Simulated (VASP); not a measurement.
Input of a VASP 6.6.1 run:

Contents of INCAR:

```
  ALGO = Normal
  EDIFF = 1E-6
  ENCUT = 520
  GGA = CA
  ISIF = 2
  ISMEAR = -1
  LASPH = True
  LCHARG = False
  LREAL = False
  LWAVE = False
  NBANDS = 18
  NELM = 60
  PREC = Accurate
  SIGMA = 0.05
```

KPOINTS

```
k-points
0
Gamma
  14 14 14
```

Contents of POSCAR:

```
AgAu
1.0
    1.2293772197      0.7097812687      3.9899772133
   -1.2293772197      0.7097812687      3.9899772133
    0.0000000000     -1.4195625374      3.9899772133
Ag Au
1 1
Direct
    0.0000000000      0.0000000000      0.0000000000
    0.5000000000      0.5000000000      0.5000000000
```

Potentials or basis: VASP PAW LDA potentials, release 64 (Ag, Au).

Launch:

```bash
$ cat potpaw_LDA.64/Ag/POTCAR potpaw_LDA.64/Au/POTCAR > POTCAR
$ mpirun -np 1 vasp_std > vasp.out
```

(1) Estimate the band gap on the k mesh.

(2) Predict the pressure.

Answers

(1) zero (bands 11 and 12 overlap by 8.61 eV).

(2) 252.9 GPa.

Caveat: the cell stands under pressure; spin-orbit coupling is left out, which moves the levels of the heavy elements.
